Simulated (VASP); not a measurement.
# Pb (Fmmm) in VASP: notebook

Pb is run at these levels: PBE; tasks: single point.

Everything below comes from runs of VASP 6.6.1. Logs are shortened: lines on timing, memory, paths and dates and some standing lists are left out, and cuts for length are marked.

### 1 The cell of the first run

The structure is orthorhombic, space group Fmmm (No. 69). The conventional cell has a = 4.866 Å, b = 4.940 Å, c = 5.014 Å, α = 90.00°, β = 90.00°, γ = 90.00°. Within 4.6 Å of Pb (site symmetry mmm) lie 12 Pb at 3.47 to 3.52 Å.

### 2 Single point, PBE (strain +0.0150 x Voigt [1, -1, 0, 0, 0, 0])

Input file INCAR:

```
SYSTEM = Pb
ALGO     = Fast           ! electronic algorithm
EDIFF    = 1E-6           ! SCF threshold, eV
ENCUT    = 520            ! plane-wave cutoff, eV
GGA      = PE             ! functional
ISIF     = 2              ! what is computed and relaxed
ISMEAR   = 0              ! smearing method
LASPH    = .True.         ! aspherical terms in the spheres
LCHARG   = .True.         ! write CHGCAR
LELF     = .True.         ! ELF
LREAL    = .False.        ! projectors in reciprocal space
LVHAR    = .True.       
LWAVE    = .False.        ! write WAVECAR
NBANDS   = 13             ! bands
NELM     = 60             ! most SCF steps
PREC     = Accurate       ! precision mode
SIGMA    = 0.15           ! smearing width, eV
```

Input file KPOINTS:

```
k-points
0
Gamma
  16 16 16
  0 0 0
```

Input file POSCAR:

```
Pb
1.0
    0.0000000000      2.4327530000      2.4698000000
    2.5068470000      0.0000000000      2.4698000000
    2.5068470000      2.4327530000      0.0000000000
Pb
1
Direct
    0.0000000000      0.0000000000      0.0000000000
```

Potentials or basis: VASP PAW PBE potentials, release 64 (Pb_d).

The run is started by

```bash
cat potpaw_PBE.64/Pb_d/POTCAR > POTCAR
mpirun -np 1 vasp_std > vasp.out
```

OUTCAR:

```text
SYSTEM = Pb
   EDIFF = 1E-6
   ENCUT = 520
   GGA = PE
   ISIF = 2
   ISMEAR = 0
   LASPH = .True.
   LREAL = .False.
   NELM = 60
   PREC = Accurate

 ion  position               nearest neighbor table
   1  0.000  0.000  0.000-

  LATTYP: Found a face centered orthorhombic cell.
 ALAT       =     4.8655060000
 B/A-ratio  =     1.0152284264
 C/A-ratio  =     1.0304568528

  Lattice vectors:

 A1 = (  -2.5068470000,   0.0000000000,  -2.4698000000)
 A2 = (  -2.5068470000,   2.4327530000,   0.0000000000)
 A3 = (   0.0000000000,   2.4327530000,  -2.4698000000)

Analysis of symmetry for initial positions (statically):
=====================================================================
 Subroutine PRICEL returns:
 Original cell was already a primitive cell.

 Routine SETGRP: Setting up the symmetry group for a
 face centered orthorhombic supercell.

 Subroutine GETGRP returns: Found  8 space group operations
 (whereof  8 operations were pure point group operations)
 out of a pool of  8 trial point group operations.

The static configuration has the point symmetry D_2h.

Analysis of symmetry for dynamics (positions and initial velocities):
=====================================================================
 Subroutine PRICEL returns:
 Original cell was already a primitive cell.

 Routine SETGRP: Setting up the symmetry group for a
 face centered orthorhombic supercell.

 Subroutine GETGRP returns: Found  8 space group operations
 (whereof  8 operations were pure point group operations)
 out of a pool of  8 trial point group operations.

The dynamic configuration has the point symmetry D_2h.

 Subroutine INISYM returns: Found  8 space group operations
 (whereof  8 operations are pure point group operations),
 and found     1 'primitive' translations

----------------------------------------------------------------------------------------

                                     Primitive cell

  volume of cell :      30.1243

  direct lattice vectors                    reciprocal lattice vectors
     0.000000000  2.432753000  2.469800000    -0.199453736  0.205528469  0.202445542
     2.506847000  0.000000000  2.469800000     0.199453736 -0.205528469  0.202445542
     2.506847000  2.432753000  0.000000000     0.199453736  0.205528469 -0.202445542

  length of vectors
     3.466727448  3.519118344  3.493217577     0.350724881  0.350724881  0.350724881

  position of ions in fractional coordinates (direct lattice)
     0.000000000  0.000000000  0.000000000

  ion indices of the primitive-cell ions
   primitive index   ion index
                 1           1

----------------------------------------------------------------------------------------

 KPOINTS: k-points

Automatic generation of k-mesh.
 Grid dimensions read from file:
 generate k-points for:   16   16   16

 Generating k-lattice:

  Cartesian coordinates                     Fractional coordinates (reciprocal lattice)
    -0.012465859  0.012845529  0.012652846     0.062500000  0.000000000  0.000000000
     0.012465859 -0.012845529  0.012652846     0.000000000  0.062500000  0.000000000
     0.012465859  0.012845529 -0.012652846     0.000000000  0.000000000  0.062500000

  Length of vectors
     0.021920305  0.021920305  0.021920305

  Shift w.r.t. Gamma in fractional coordinates (k-lattice)
     0.000000000  0.000000000  0.000000000

 Subroutine IBZKPT returns following result:
 ===========================================

 Found    621 irreducible k-points:

 Following reciprocal coordinates:
            Coordinates               Weight
  0.000000  0.000000  0.000000      1.000000
  0.062500  0.000000  0.000000      8.000000
  0.125000  0.000000  0.000000      8.000000
  0.187500  0.000000  0.000000      8.000000
  0.250000  0.000000  0.000000      8.000000
  0.312500  0.000000 -0.000000      8.000000
[... 16 lines left out ...]
 -0.125000  0.062500  0.000000      8.000000
 -0.062500  0.062500  0.000000      4.000000
 [... further k-points ...]
   k-points           NKPTS =    621   k-points in BZ     NKDIM =    621   number of bands    NBANDS=     13
   number of dos      NEDOS =    301   number of ions     NIONS =      1
   total plane-waves  NPLWV =  21952
   dimension x,y,z NGX =    28 NGY =   28 NGZ =   28
   dimension x,y,z NGXF=    56 NGYF=   56 NGZF=   56
   ions per type =               1
   NGX,Y,Z   is equivalent  to a cutoff of  13.43, 13.23, 13.33 a.u.
   NGXF,Y,Z  is equivalent  to a cutoff of  26.85, 26.45, 26.65 a.u.
 SYSTEM =  Pb
   PREC   = accura    normal or accurate (medium, high low for compatibility)
   ISTART =      0    job   : 0-new  1-cont  2-samecut
   ICHARG =      2    charge: 1-file 2-atom 10-const
   ISPIN  =      1    spin polarized calculation?
   LNONCOLLINEAR =      F non collinear calculations
   LSORBIT =      F    spin-orbit coupling
   LASPH  =      T    aspherical Exc in radial PAW
   ENCUT  =  520.0 eV  38.22 Ry    6.18 a.u.   6.45  6.54  6.50*2*pi/ulx,y,z
   NELM   =     60;   NELMIN=  2; NELMDL= -5     # of ELM steps
   EDIFF  = 0.1E-05   stopping-criterion for ELM
   LREAL  =      F    real-space projection
   EDIFFG = 0.1E-04   stopping-criterion for IOM
   NSW    =      0    number of steps for IOM
   IBRION =     -1    ionic relax: 0-MD 1-quasi-New 2-CG
   NFREE  =      0    steps in history (QN), initial steepest desc. (CG)
   ISIF   =      2    stress and relaxation
   ISYM   =      2    0-nonsym 1-usesym 2-fastsym
   POTIM  = 0.5000    time-step for ionic-motion
   TEBEG  =    0.0;   TEEND  =   0.0 temperature during run
   PSTRESS=    0.0 pullay stress
   NELECT =      14.0000    total number of electrons
   NUPDOWN=      -1.0000    fix difference up-down
   EMIN   =  10.00;   EMAX   =-10.00  energy-range for DOS
   EFERMI =   0.00;   METHOD = LEGACY
   ISMEAR =     0;   SIGMA  =   0.15  broadening in eV -4-tet -1-fermi 0-gaus
   EFERMI_NEDOS =   21; number of points for ismear=-14 and -15
   IALGO  =     68    algorithm
   IMIX   =      4    mixing-type and parameters
     AMIX     =   0.40;   BMIX     =  1.00
     AMIX_MAG =   1.60;   BMIX_MAG =  1.00
  volume/ion in A,a.u.               =      30.12       203.29
  Fermi-wavevector in a.u.,A,eV,Ry     =   1.268075  2.396314 21.878364  1.608014
  Thomas-Fermi vector in A             =   2.401189
   LORBIT       =      0    0 simple, 1 ext, 2 COOP (PROOUT), +10 PAW based schemes
   GGA     = PE    functional components
   LHFCALC =     F    Hartree Fock is set to
   AEXX    =    0.0000 exact exchange contribution
   IVDW    =     0    specifies the selected vdW correction
   LEPSILON=     F    determine dielectric tensor
   LRPA    =     F    only Hartree local field effects (RPA)
 non-spin polarized calculation
 RMM-DIIS sequential band-by-band and
 Gauss-broadening in eV      SIGMA  =   0.15
  energy-cutoff  :      520.00
  volume of cell :       30.12
 maximum number of plane-waves:       841
 NGX is ok and might be reduce to    28
   NGX = 13   NGY = 13   NGZ = 13

 number of electron      13.9999998 magnetization

 Free energy of the ion-electron system (eV)
  ---------------------------------------------------
  ext. energy  EPLUGINS =         0.00000000
  ---------------------------------------------------
  free energy    TOTEN  =        -3.55254912 eV

  energy without entropy =       -3.54795258  energy(sigma->0) =       -3.55025085

 E-fermi :   7.4032     XC(G=0): -10.2167

 val. band max:        7.3759479340   @ k =  -0.4375   0.3750   0.1875
 cond. band min:       7.4135488925   @ k =  -0.4375   0.3125   0.1875
 fundamental gap:      0.0376009585
 Fermi energy:         7.4031899042

 k-point     1 :       0.0000    0.0000    0.0000
  band No.  band energies     occupation
      1      -9.7440      2.00000
      2      -9.7236      2.00000
      3      -9.7056      2.00000
      4      -9.5963      2.00000
      5      -9.5677      2.00000
      6      -4.4441      2.00000
      7      14.7969      0.00000
      8      14.8293      0.00000
      9      14.8534      0.00000
     10      17.1302      0.00000
     11      18.7828      0.00000
     12      19.8777      0.00000
     13      19.9004      0.00000

 k-point     2 :       0.0625    0.0000    0.0000
  band No.  band energies     occupation
      1      -9.7398      2.00000
      2      -9.7198      2.00000
      3      -9.7019      2.00000
      4      -9.5963      2.00000
      5      -9.5687      2.00000
      6      -4.3684      2.00000
      7      13.8640      0.00000
      8      14.7266      0.00000
      9      14.7330      0.00000
     10      16.9428      0.00000
     11      19.2162      0.00000
     12      20.0584      0.00000
     13      20.0715      0.00000

 k-point     3 :       0.1250    0.0000    0.0000
  band No.  band energies     occupation
      1      -9.7327      2.00000
      2      -9.7102      2.00000
      3      -9.6908      2.00000
      4      -9.5933      2.00000
      5      -9.5695      2.00000
      6      -4.1409      2.00000
      7      12.0070      0.00000
      8      14.4433      0.00000
      9      14.5047      0.00000
     10      16.6959      0.00000
     11      19.8942      0.00000
     12      20.3610      0.00000
     13      20.5174      0.00000

 k-point     4 :       0.1875    0.0000    0.0000
  band No.  band energies     occupation
      1      -9.7310      2.00000
      2      -9.7006      2.00000
      3      -9.6784      2.00000
      4      -9.5793      2.00000
      5      -9.5630      2.00000
      6      -3.7620      2.00000
      7      10.0285      0.00000
      8      14.0599      0.00000
      9      14.2073      0.00000
     10      16.4966      0.00000
     11      19.5134      0.00000
     12      20.1934      0.00000
     13      20.7174      0.00000

 k-point     5 :       0.2500    0.0000    0.0000
  band No.  band energies     occupation
      1      -9.7343      2.00000
      2      -9.7003      2.00000
      3      -9.6753      2.00000
      4      -9.5491      2.00000
      5      -9.5423      2.00000
      6      -3.2360      2.00000
      7       8.1221      0.00000
      8      13.6578      0.00000
      9      13.8932      0.00000
     10      16.3692      0.00000
     11      18.7459      0.00000
     12      19.5687      0.00000
     13      20.0984      0.00000
[... 257 lines left out ...]
 k-point    22 :      -0.1875    0.0625    0.0000
  band No.  band energies     occupation
      1      -9.7335      2.00000
      2      -9.6903      2.00000
      3      -9.6735      2.00000
      4      -9.5851      2.00000
      5      -9.5460      2.00000
      6      -3.5356      2.00000
      7       9.3996      0.00000
      8      12.7591      0.00000
      9      14.5321      0.00000
     10      16.9238      0.00000
     11      18.6634      0.00000
     12      19.8221      0.00000
     13      20.5413      0.00000

 k-point    23 :      -0.1250    0.0625    0.0000
  band No.  band energies     occupation
      1      -9.7353      2.00000
      2      -9.6938      2.00000
      3      -9.6861      2.00000
      4      -9.5963      2.00000
      5      -9.5632      2.00000
      6      -3.9639      2.00000
      7      11.3097      0.00000
      8      13.2002      0.00000
      9      14.8282      0.00000
     10      16.9696      0.00000
     11      19.3992      0.00000
     12      19.8108      0.00000
     13      20.2273      0.00000

 k-point    24 :      -0.0625    0.0625    0.0000
  band No.  band energies     occupation
      1      -9.7392      2.00000
      2      -9.7045      2.00000
      3      -9.7002      2.00000
      4      -9.5971      2.00000
      5      -9.5685      2.00000
      6      -4.2420      2.00000
      7      13.0123      0.00000
      8      13.8550      0.00000
      9      14.9023      0.00000
     10      16.9274      0.00000
     11      19.3709      0.00000
     12      19.9799      0.00000
     13      20.3217      0.00000

 [... further k-points ...]
[... 5 lines left out ...]
  --------------------------------------------------------------------------------------
  -------------------------------------------------------------------------------------
  Total        0.4498593      0.5608866      0.4932492      0.0000000     -0.0000000      0.0000000
  in kB       23.9259735     29.8310153     26.2336893      0.0000000     -0.0000000      0.0000000
  external PRESSURE =      26.6635593 kB  Pullay stress =       0.0000000 kB

 VOLUME and BASIS-vectors are now :
 -----------------------------------------------------------------------------
  energy-cutoff  :      520.00
  volume of cell :       30.12
      direct lattice vectors                 reciprocal lattice vectors
     0.000000000  2.432753000  2.469800000    -0.199453736  0.205528469  0.202445542
     2.506847000  0.000000000  2.469800000     0.199453736 -0.205528469  0.202445542
     2.506847000  2.432753000  0.000000000     0.199453736  0.205528469 -0.202445542

 POSITION                                       TOTAL-FORCE (eV/Angst)
 -----------------------------------------------------------------------------------
      0.00000      0.00000      0.00000         0.000000     -0.000000      0.000000
 -----------------------------------------------------------------------------------
    total drift:                               -0.000000     -0.000000     -0.000000

  FREE ENERGIE OF THE ION-ELECTRON SYSTEM (eV)
  ---------------------------------------------------
  free  energy   TOTEN  =        -3.5525491194 eV

  energy  without entropy=       -3.5479525751  energy(sigma->0) =       -3.55025085
```

Wall time 2.3 min (1 thread of Intel Xeon 6975P-C, shared host); peak memory 0.34 GiB.

What came out:

```
Free energy            : -3.5525 eV
Pressure               : 2.7 GPa
Band gap on the k mesh : zero (band 7 reaches 14.80 eV, above the bottom of band 8 at 5.57 eV)
```

Caveat: the cell differs from its parent crystal (strain +0.0150 x Voigt [1, -1, 0, 0, 0, 0]); spin-orbit coupling is left out, which moves the levels of the heavy elements.

### 3 Single point, PBE (strain +0.0225 x Voigt [1, -1, 0, 0, 0, 0])

Input file INCAR:

```
SYSTEM = Pb
PREC = Accurate ; ENCUT = 520
EDIFF = 1E-7 ; ISMEAR = 0
SIGMA = 0.15 ; LREAL = .FALSE.
LASPH = .TRUE. ; NELM = 60
ALGO = Fast ; ISIF = 2
LWAVE = .FALSE. ; LCHARG = .FALSE.
GGA = PE ; NBANDS = 13
```

Input file KPOINTS:

```
Automatic mesh
0
G
  16 16 16
  0 0 0
```

Input file POSCAR:

```
Pb
1.0
    0.0000000000      2.4142295000      2.4698000000
    2.5253705000      0.0000000000      2.4698000000
    2.5253705000      2.4142295000      0.0000000000
Pb
1
Direct
    0.0000000000      0.0000000000      0.0000000000
```

Potentials or basis: VASP PAW PBE potentials, release 64 (Pb_d).

The run is started by

```bash
cat potpaw_PBE.64/Pb_d/POTCAR > POTCAR
mpirun -np 1 vasp_std > vasp.out
```

Wall time 3.5 min (1 thread of Intel Xeon 6975P-C, shared host); peak memory 0.34 GiB.

Results (log left out):

- Free energy: -3.5513 eV
- Pressure: 2.7 GPa
- Band gap on the k mesh: zero (band 7 reaches 14.79 eV, above the bottom of band 8 at 5.54 eV)

Stress tensor (GPa, compression positive):
```
2.23 0.00 0.00
0.00 3.17 0.00
0.00 0.00 2.59
```

Levels at points of the mesh, in eV from the Fermi level:
```csv
k point,band 4,band 5,band 6,band 7,band 8,band 9,band 10,band 11
"(0.00, 0.00, 0.00)",-17.00,-16.96,-11.84,7.39,7.44,7.47,9.74,11.40
"(0.50, 0.00, 0.00)",-16.85,-16.83,-8.17,-4.28,5.24,5.88,9.27,9.37
"(0.50, 0.50, 0.00)",-16.83,-16.78,-6.74,-3.34,1.89,2.18,5.37,6.65
"(0.50, 0.00, 0.50)",-16.81,-16.79,-6.50,-3.14,1.67,1.82,5.12,6.39
"(0.00, 0.50, 0.50)",-16.82,-16.80,-7.00,-3.51,2.23,2.37,5.63,6.88
```

Caveat: the cell differs from its parent crystal (strain +0.0225 x Voigt [1, -1, 0, 0, 0, 0]); spin-orbit coupling is left out, which moves the levels of the heavy elements.
